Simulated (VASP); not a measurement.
Input of a VASP 6.6.1 run:

POSCAR

```
BaS
1.0
    4.3889965233      0.0000000000      0.0000000000
   -2.1944982617      3.8009824863      0.0000000000
    0.0000000000      0.0000000000      4.0011751194
Ba S
1 1
Direct
    0.0000000000      0.0000000000      0.0000000000
    0.6666666667      0.3333333333      0.5000000000
```

The input INCAR.step1:

```
PREC = Accurate
ENCUT = 600
ISMEAR = 0
SIGMA = 0.05
LREAL = F
LASPH = T
NELM = 100
GGA = PE
ALGO = Normal
EDIFF = 1E-4
LWAVE = T
LCHARG = F
```

File INCAR.step2:

```
PREC = Accurate
ENCUT = 600
EDIFF = 1E-6
ISMEAR = 0
SIGMA = 0.05
LREAL = F
LASPH = T
NELM = 100
ALGO = Normal
ISIF = 4
LWAVE = F
LCHARG = F
METAGGA = R2SCAN
LMIXTAU = T
IBRION = 2
NSW = 60
EDIFFG = -0.01
ISTART = 1
```

The input KPOINTS:

```
regular mesh
0
Gamma
  6 6 6
```

Potentials or basis: VASP PAW PBE potentials, release 64 (Ba_sv, S).

Command:

```sh
$ cat potpaw_PBE.64/Ba_sv/POTCAR potpaw_PBE.64/S/POTCAR > POTCAR
$ cp INCAR.step1 INCAR
$ mpirun -np 1 vasp_std > vasp.out
$ cp INCAR.step2 INCAR
$ mpirun -np 1 vasp_std > vasp.out
```

Q: What does it give for the band gap on the k mesh?

A: 2.36 eV.

Final structure:
```
Ba S
1.0
     4.38791    0.00000    0.00000
    -2.19396    3.80004    0.00000
     0.00000    0.00000    4.00315
Ba S
1 1
Direct
  0.00000 0.00000 0.00000
  0.66667 0.33333 0.50000
```

Caveat: spin-orbit coupling is left out, which moves the levels of the heavy elements. A k mesh can miss the band edges.
